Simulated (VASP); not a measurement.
# CuSi16 (a cell with a defect) in VASP: single point with PBEsol

Aim: the single point of CuSi16 (a cell with a defect) with PBEsol.

Program: VASP 6.6.1. These are calculated values, not measurements. Logs are shortened: lines on timing, memory, paths and dates and some standing lists are left out, and cuts for length are marked.

**1. The cell of the first run**

The cell holds a defect, 17 atoms: a = 7.679 Å, b = 7.679 Å, c = 7.679 Å, α = 60.00°, β = 60.00°, γ = 60.00°.

**2. Single point, PBEsol, collinear spin, ferromagnetic start**

INCAR

```
SYSTEM = CuSi16
PREC = Accurate
ENCUT = 520
EDIFF = 1E-6
ISMEAR = 0
SIGMA = 0.02
LREAL = Auto
LASPH = .True.
NELM = 150
ALGO = Normal
ISIF = 2
LWAVE = .False.
LCHARG = .False.
ISPIN = 2
MAGMOM = 0 0 0 0 0 0 0 0 0 0 0 0 0 0 0 0 1
LORBIT = 11
LMAXMIX = 4
GGA = PS
NBANDS = 56
```

KPOINTS

```
regular mesh
0
Gamma
  2 2 2
  0 0 0
```

POSCAR

```
CuSi16
1.0
    0.0000000000      5.4300000000      5.4300000000
    5.4300000000      0.0000000000      5.4300000000
    5.4300000000      5.4300000000      0.0000000000
Si Cu
16 1
Direct
   -0.0060323515      0.0016663927      0.0028849549
    0.1240143771      0.1249613370      0.1275020524
    0.0009774055     -0.0032127195      0.5019844125
    0.1244300780      0.1252608212      0.6247212650
    0.0012260142      0.4995560223     -0.0004233432
    0.1238012230      0.6239008480      0.1272425810
    0.0008449197      0.4999062834      0.5017017702
    0.1253359995      0.6237101688      0.6265049299
    0.5019276470      0.0008624680      0.0027142572
    0.6246582178      0.1263127457      0.1242235097
    0.5026814168      0.0021021253      0.4931988084
    0.6264686528      0.1249701977      0.6246929323
    0.5015244350      0.4959556949      0.0021880138
    0.6265744528      0.6231677713      0.1276288814
    0.4984515938      0.4995417530      0.5022343920
    0.6263324107      0.6241345221      0.6243510175
    0.3741732078      0.8782225581      0.8711921149
```

Potentials or basis: VASP PAW PBE potentials, release 64 (Si, Cu).

Launch:

```bash
cat potpaw_PBE.64/Si/POTCAR potpaw_PBE.64/Cu/POTCAR > POTCAR
mpirun -np 1 vasp_std > vasp.out
```

OUTCAR:

```text
SYSTEM = CuSi16
   PREC = Accurate
   ENCUT = 520
   EDIFF = 1E-6
   ISMEAR = 0
   LREAL = Auto
   LASPH = .True.
   NELM = 150
   ISIF = 2
   ISPIN = 2
   LORBIT = 11
   GGA = PS

 ion  position               nearest neighbor table
   1  0.994  0.002  0.003-  10 2.32   6 2.37   2 2.37   4 2.37  17 2.38
   2  0.124  0.125  0.128-   3 2.35   5 2.35   9 2.37   1 2.37  17 2.73
   3  0.001  0.997  0.502-   8 2.34   2 2.35  12 2.35   4 2.35
   4  0.124  0.125  0.625-   7 2.35   3 2.35   1 2.37  11 2.37  17 2.69
   5  0.001  0.500  1.000-   8 2.34   6 2.35   2 2.35  14 2.35
   6  0.124  0.624  0.127-   7 2.35   5 2.35  13 2.37   1 2.37  17 2.74
   7  0.001  0.500  0.502-   8 2.34   6 2.35  16 2.35   4 2.35
   8  0.125  0.624  0.627-   5 2.34   3 2.34   7 2.34  15 2.34
   9  0.502  0.001  0.003-  10 2.32  14 2.37   2 2.37  12 2.37  17 2.39
  10  0.625  0.126  0.124-  11 2.31   1 2.32  13 2.32   9 2.32
  11  0.503  0.002  0.493-  10 2.31  17 2.37  16 2.37  12 2.37   4 2.37
  12  0.626  0.125  0.625-   3 2.35  15 2.35   9 2.37  11 2.37  17 2.71
  13  0.502  0.496  0.002-  10 2.32  14 2.37   6 2.37  16 2.37  17 2.40
  14  0.627  0.623  0.128-  15 2.35   5 2.35   9 2.37  13 2.37  17 2.76
  15  0.498  0.500  0.502-   8 2.34  12 2.35  16 2.35  14 2.35
  16  0.626  0.624  0.624-   7 2.35  15 2.35  13 2.37  11 2.37  17 2.72
  17  0.374  0.878  0.871-  11 2.37   1 2.38   9 2.39  13 2.40   4 2.69  12 2.71  16 2.72   2 2.73
                             6 2.74  14 2.76

  LATTYP: Found a face centered cubic cell.
 ALAT       =    10.8600000000

  Lattice vectors:

 A1 = (   0.0000000000,   5.4300000000,   5.4300000000)
 A2 = (   5.4300000000,   0.0000000000,   5.4300000000)
 A3 = (   5.4300000000,   5.4300000000,   0.0000000000)

Analysis of symmetry for initial positions (statically):
=====================================================================
 Subroutine PRICEL returns:
 Original cell was already a primitive cell.

 Routine SETGRP: Setting up the symmetry group for a
 face centered cubic supercell.

 Subroutine GETGRP returns: Found  1 space group operations
 (whereof  1 operations were pure point group operations)
 out of a pool of 48 trial point group operations.

The static configuration has the point symmetry C_1 .

Analysis of symmetry for dynamics (positions and initial velocities):
=====================================================================
 Subroutine PRICEL returns:
 Original cell was already a primitive cell.

 Routine SETGRP: Setting up the symmetry group for a
 face centered cubic supercell.

 Subroutine GETGRP returns: Found  1 space group operations
 (whereof  1 operations were pure point group operations)
 out of a pool of 48 trial point group operations.

The dynamic configuration has the point symmetry C_1 .

Analysis of structural, dynamic, and magnetic symmetry:
=====================================================================
 Subroutine PRICEL returns:
 Original cell was already a primitive cell.

 Routine SETGRP: Setting up the symmetry group for a
 face centered cubic supercell.

 Subroutine GETGRP returns: Found  1 space group operations
 (whereof  1 operations were pure point group operations)
 out of a pool of 48 trial point group operations.

The overall configuration has the point symmetry C_1 .

 Subroutine INISYM returns: Found  1 space group operations
 (whereof  1 operations are pure point group operations),
 and found     1 'primitive' translations

----------------------------------------------------------------------------------------

                                     Primitive cell

  volume of cell :     320.2060

  direct lattice vectors                    reciprocal lattice vectors
     0.000000000  5.430000000  5.430000000    -0.092081031  0.092081031  0.092081031
     5.430000000  0.000000000  5.430000000     0.092081031 -0.092081031  0.092081031
     5.430000000  5.430000000  0.000000000     0.092081031  0.092081031 -0.092081031

  length of vectors
     7.679179644  7.679179644  7.679179644     0.159489025  0.159489025  0.159489025

  position of ions in fractional coordinates (direct lattice)
     0.993967649  0.001666393  0.002884955
     0.124014377  0.124961337  0.127502052
[... 76 lines left out ...]
   dimension x,y,z NGXF=   120 NGYF=  120 NGZF=  120
   ions per type =              16   1
   NGX,Y,Z   is equivalent  to a cutoff of  12.99, 12.99, 12.99 a.u.
   NGXF,Y,Z  is equivalent  to a cutoff of  25.98, 25.98, 25.98 a.u.
 SYSTEM =  CuSi16
   PREC   = accura    normal or accurate (medium, high low for compatibility)
   ISTART =      0    job   : 0-new  1-cont  2-samecut
   ICHARG =      2    charge: 1-file 2-atom 10-const
   ISPIN  =      2    spin polarized calculation?
   LNONCOLLINEAR =      F non collinear calculations
   LSORBIT =      F    spin-orbit coupling
   LASPH  =      T    aspherical Exc in radial PAW
   ENCUT  =  520.0 eV  38.22 Ry    6.18 a.u.  14.28 14.28 14.28*2*pi/ulx,y,z
   NELM   =    150;   NELMIN=  2; NELMDL= -5     # of ELM steps
   EDIFF  = 0.1E-05   stopping-criterion for ELM
   LREAL  =      T    real-space projection
   EDIFFG = 0.1E-04   stopping-criterion for IOM
   NSW    =      0    number of steps for IOM
   IBRION =     -1    ionic relax: 0-MD 1-quasi-New 2-CG
   NFREE  =      0    steps in history (QN), initial steepest desc. (CG)
   ISIF   =      2    stress and relaxation
   ISYM   =      2    0-nonsym 1-usesym 2-fastsym
   POTIM  = 0.5000    time-step for ionic-motion
   TEBEG  =    0.0;   TEEND  =   0.0 temperature during run
   PSTRESS=    0.0 pullay stress
   NELECT =      75.0000    total number of electrons
   NUPDOWN=      -1.0000    fix difference up-down
   EMIN   =  10.00;   EMAX   =-10.00  energy-range for DOS
   EFERMI =   0.00;   METHOD = LEGACY
   ISMEAR =     0;   SIGMA  =   0.02  broadening in eV -4-tet -1-fermi 0-gaus
   EFERMI_NEDOS =   21; number of points for ismear=-14 and -15
   IALGO  =     38    algorithm
   IMIX   =      4    mixing-type and parameters
     AMIX     =   0.40;   BMIX     =  1.00
     AMIX_MAG =   1.60;   BMIX_MAG =  1.00
  volume/ion in A,a.u.               =      18.84       127.11
  Fermi-wavevector in a.u.,A,eV,Ry     =   1.009142  1.907001 13.855720  1.018367
  Thomas-Fermi vector in A             =   2.142052
   LORBIT       =     11    0 simple, 1 ext, 2 COOP (PROOUT), +10 PAW based schemes
   GGA     = PS    functional components
   LHFCALC =     F    Hartree Fock is set to
   AEXX    =    0.0000 exact exchange contribution
   IVDW    =     0    specifies the selected vdW correction
   LEPSILON=     F    determine dielectric tensor
   LRPA    =     F    only Hartree local field effects (RPA)
 spin polarized calculation
 Gauss-broadening in eV      SIGMA  =   0.02
  energy-cutoff  :      520.00
  volume of cell :      320.21
 maximum number of plane-waves:      8646
 NGX is ok and might be reduce to    60
   NGX = 29   NGY = 29   NGZ = 29

 number of electron      75.0000001 magnetization       0.7424518

 Free energy of the ion-electron system (eV)
  ---------------------------------------------------
  ext. energy  EPLUGINS =         0.00000000
  ---------------------------------------------------
  free energy    TOTEN  =       -93.40656386 eV

  energy without entropy =      -93.40576648  energy(sigma->0) =      -93.40616517

 E-fermi :   6.7612     XC(G=0):  -9.8099

 val. band max:        6.7397104224   @ k =   0.0000   0.0000   0.0000
 cond. band min:       6.7822582951   @ k =   0.0000   0.0000   0.0000
 fundamental gap:      0.0425478727
 Fermi energy:         6.7611776717

 spin component 1

 k-point     1 :       0.0000    0.0000    0.0000
  band No.  band energies     occupation
      1      -6.0316      1.00000
      2      -3.6197      1.00000
      3      -3.6128      1.00000
      4      -3.6092      1.00000
      5      -3.6055      1.00000
      6      -2.1509      1.00000
[... 405 lines left out ...]
     48      10.3156      0.00000
     49      10.3160      0.00000
 Fermi energy:         6.7611776717

 spin component 2

 k-point     1 :       0.0000    0.0000    0.0000
  band No.  band energies     occupation
      1      -5.9843      1.00000
      2      -3.5817      1.00000
      3      -3.5756      1.00000
      4      -3.5723      1.00000
      5      -3.5670      1.00000
      6      -2.0757      1.00000
[... 405 lines left out ...]
     48      10.3635      0.00000
     49      10.3870      0.00000
 [bands above 49 left out]

------------------------ aborting loop because EDIFF is reached ----------------------------------------

  FORCE on cell =-STRESS in cart. coord.  units (eV):
  Direction    XX          YY          ZZ          XY          YZ          ZX
  --------------------------------------------------------------------------------------
  -------------------------------------------------------------------------------------
  Total        4.5417531      4.5632921      4.5438605      0.0997133     -0.1026799     -0.2638981
  in kB       22.7250379     22.8328100     22.7355826      0.4989236     -0.5137672     -1.3204358
  external PRESSURE =      22.7644768 kB  Pullay stress =       0.0000000 kB

 VOLUME and BASIS-vectors are now :
 -----------------------------------------------------------------------------
  energy-cutoff  :      520.00
  volume of cell :      320.21
      direct lattice vectors                 reciprocal lattice vectors
     0.000000000  5.430000000  5.430000000    -0.092081031  0.092081031  0.092081031
     5.430000000  0.000000000  5.430000000     0.092081031 -0.092081031  0.092081031
     5.430000000  5.430000000  0.000000000     0.092081031  0.092081031 -0.092081031

 POSITION                                       TOTAL-FORCE (eV/Angst)
 -----------------------------------------------------------------------------------
      0.02471      5.41291      5.40629         0.013440      0.006151     -0.011521
      1.37088      1.36573      1.35194        -0.017035     -0.006664      0.007658
      8.13833      2.73108      5.41786         0.009737     -0.000435      0.009247
      4.07240      4.06789      1.35582        -0.000695     -0.000235      0.000451
      8.14029      5.43436      2.71925         0.013683      0.005854     -0.015804
      4.07871      1.36317      4.06002        -0.007264     -0.007912      0.012857
[... 9 lines left out ...]
      6.77928      6.79121      6.79004         0.007309     -0.007197     -0.005454
      9.49932      6.76233      6.80051         0.018789      0.027925     -0.010324
 -----------------------------------------------------------------------------------
    total drift:                                0.001795     -0.006742     -0.000322

  FREE ENERGIE OF THE ION-ELECTRON SYSTEM (eV)
  ---------------------------------------------------
  free  energy   TOTEN  =       -93.4065638609 eV

  energy  without entropy=      -93.4057664800  energy(sigma->0) =      -93.40616517

 total charge

# of ion       s       p       d       tot
------------------------------------------
    1        0.732   0.967   0.000   1.698
    2        0.739   0.944   0.000   1.684
    3        0.740   0.952   0.000   1.692
    4        0.739   0.944   0.000   1.683
    5        0.740   0.952   0.000   1.692
    6        0.740   0.944   0.000   1.684
[... 9 lines left out ...]
   16        0.739   0.944   0.000   1.684
   17        0.474   0.407   9.225  10.106
--------------------------------------------------
tot         12.309  15.653   9.225  37.187

 magnetization (x)

# of ion       s       p       d       tot
------------------------------------------
    1        0.005   0.002   0.000   0.007
    2        0.005   0.000   0.000   0.005
    3        0.003   0.005   0.000   0.008
    4        0.005   0.000   0.000   0.005
    5        0.002   0.005   0.000   0.007
    6        0.005   0.000   0.000   0.005
[... 9 lines left out ...]
   16        0.005   0.000   0.000   0.005
   17        0.059   0.011   0.001   0.070
--------------------------------------------------
tot          0.143   0.059   0.001   0.203
```

Run time: 11 min. Hardware: 1 thread of Intel Xeon 6975P-C (Granite Rapids), shared host; peak memory 0.74 GiB.

Results:

| Property | Result |
| --- | --- |
| Free energy | -93.4066 eV |
| Pressure | 2.3 GPa |
| Largest force | 0.037 eV/Å |
| Net moment | 0.74 μB per cell |
| Site moments | Si +0.01, -0.00, +0.04; Cu +0.07 μB |
| Valence electrons inside the program's atomic spheres | Si 1.70, 1.68, 1.69, 1.72; Cu 10.11 |

Forces on the atoms (eV/Å):
```
Si   0.013  0.006 -0.012
Si  -0.017 -0.007  0.008
Si   0.010  0.000  0.009
Si  -0.001  0.000  0.000
Si   0.014  0.006 -0.016
Si  -0.007 -0.008  0.013
Si  -0.007  0.001 -0.010
Si   0.002  0.007  0.002
Si  -0.001  0.011 -0.010
Si  -0.013 -0.015 -0.001
Si  -0.024 -0.014  0.024
Si   0.006 -0.006 -0.009
Si   0.012  0.013  0.002
Si  -0.001 -0.020  0.003
Si  -0.012  0.005  0.013
Si   0.007 -0.007 -0.005
Cu   0.019  0.028 -0.010
```

Stress tensor (GPa, compression positive):
```
 2.27  0.05 -0.13
 0.05  2.28 -0.05
-0.13 -0.05  2.27
```

Caveat: the k points lie up to 0.50 Å⁻¹ apart; the PAW data sets were made with another functional, which shifts forces and pressure a little.
